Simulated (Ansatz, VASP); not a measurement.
**ZrB2 in VASP and in Ansatz**

The input INCAR:

```
ALGO = Normal
EDIFF = 1E-8
ENCUT = 520
GGA = PE
ISIF = 2
ISMEAR = -1
LASPH = T
LCHARG = F
LEFG = T
LREAL = F
LWAVE = F
NBANDS = 16
NELM = 80
PREC = Accurate
SIGMA = 0.05
```

Contents of KPOINTS:

```
k-points
0
Gamma
  12 12 9
```

POSCAR

```
ZrB2
1.0
    3.1649998255      0.0000000000      0.0000000000
   -1.5824999128      2.7409702519      0.0000000000
    0.0000000000      0.0000000000      3.6256000000
Zr B
1 2
Direct
    0.0000000000      0.0000000000      0.0000000000
    0.3333333333      0.6666666667      0.5000000000
    0.6666666667      0.3333333333      0.5000000000
```

Input for Ansatz:

```yaml
crystal:
  lattice:
    - [3.1649998255, 0.0, 0.0]
    - [-1.5824999128, 2.7409702519, 0.0]
    - [0.0, 0.0, 3.6256]
  atoms:
    - { symbol: Zr, position: [0.0, 0.0, 0.0] }
    - { symbol: B, position: [0.3333333333, 0.6666666667, 0.5] }
    - { symbol: B, position: [0.6666666667, 0.3333333333, 0.5] }
kpoints:
  mp_grid: { grid: [12, 12, 9] }
scf:
  occupations: { method: fermi_dirac, width: 0.05 }
hamiltonian:
  xc: pbe
  pseudopotentials: { kind: paw }
output:
  forces: true
  stress: true
  eigenvalues: true
  efg: { contact_densities: true }
  write_density: true
  write_potential: true
  elf: true
  volumetric_format: npy
```

Change from the starting cell: zz strain of +3 %, PAW files.

Alike in both runs: task electric field gradients; functional PBE; k mesh 12 × 12 × 9; occupations fermi-dirac, width 0.05 eV; no spin polarisation.

```csv
,VASP,Ansatz
version,VASP 6.6.1,Ansatz 0.2.0
potentials or method,"VASP PAW PBE potentials, release 64 (Zr_sv, B)","PAW with Ansatz's default frozen-core files, scalar-relativistic"
plane-wave cutoff (eV),520,420
valence electrons in the cell,18,18
```

|  | VASP | Ansatz | Ansatz less VASP |
| --- | --- | --- | --- |
| pressure (GPa) | -3.9 | -4.0 | -0.12 |
| traceless stress, the component that is largest in VASP (GPa) | -5.20 | -5.23 | -0.037 |
| size of Vzz on the site where it differs most (V/Å²) | 43.5 | 47.5 | +4.08 |

The functional is the same, so the differences come from potentials, cutoffs and numerics.
